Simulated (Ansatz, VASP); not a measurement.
Given: the input of a run of Ansatz 0.2.0 on Sn.

File input.yaml:

```yaml
crystal:
  lattice:
    - [-2.9004039564, 2.9004039564, 1.5776871502]
    - [2.9004039564, -2.9004039564, 1.5776871502]
    - [2.9004039564, 2.9004039564, -1.5776871502]
  atoms:
    - { symbol: Sn, position: [0.0, 0.0, 0.0] }
    - { symbol: Sn, position: [0.75, 0.25, 0.5] }
hamiltonian:
  xc: pbe
  pseudopotentials: { kind: paw, azcp: { folder: soft_1 } }
kpoints:
  mp_grid: { grid: [9, 9, 9] }
scf:
  occupations: { method: fermi_dirac, width: 0.05 }
output:
  forces: true
  stress: true
  eigenvalues: true
```

Potentials or basis: Ansatz PAW soft_1.

Launch:

```sh
$ ansatz run input.yaml --threads 1 --pin off --max-ram 3584MiB --backend cpu --events-out ev --progress --plain --runs-dir out
```

**Question.** Translate it to VASP 6.6.1. Potentials there: VASP PAW PBE potentials, release 64 (Sn_d).

**Answer.** As run (the cutoff follows the program's own potentials):

Contents of INCAR:

```
ALGO     = Fast           # electronic algorithm
EDIFF    = 1E-7           # SCF threshold, eV
ENCUT    = 520            # plane-wave cutoff, eV
GGA      = PE             # functional
ISIF     = 2              # what is computed and relaxed
ISMEAR   = -1             # smearing method
LASPH    = T              # aspherical terms in the spheres
LCHARG   = T              # write CHGCAR
LELF     = T              # ELF
LREAL    = F              # projectors in reciprocal space
LVHAR    = T            
LWAVE    = F              # write WAVECAR
NBANDS   = 21             # bands
NELM     = 100            # most SCF steps
PREC     = Accurate       # precision mode
SIGMA    = 0.05           # smearing width, eV
```

KPOINTS

```
k-points
0
Gamma
  9 9 9
```

POSCAR

```
Sn
1.0
   -2.9004039564      2.9004039564      1.5776871502
    2.9004039564     -2.9004039564      1.5776871502
    2.9004039564      2.9004039564     -1.5776871502
Sn
2
Direct
    0.0000000000      0.0000000000      0.0000000000
    0.7500000000      0.2500000000      0.5000000000
```

Potentials or basis: VASP PAW PBE potentials, release 64 (Sn_d).

Command:

```bash
$ cat potpaw_PBE.64/Sn_d/POTCAR > POTCAR
$ mpirun -np 1 vasp_std > vasp.out
```

Both were run:

|  | VASP | Ansatz | Ansatz less VASP |
| --- | --- | --- | --- |
| gap on the k mesh at the Fermi level (eV) | none | none | - |
| pressure (GPa) | 3.8 | 3.8 | +0.05 |
| traceless stress, the component that is largest in VASP (GPa) | -0.44 | -0.44 | -0.004 |

A gap of «none» marks a metal or a gap that the smearing closes.
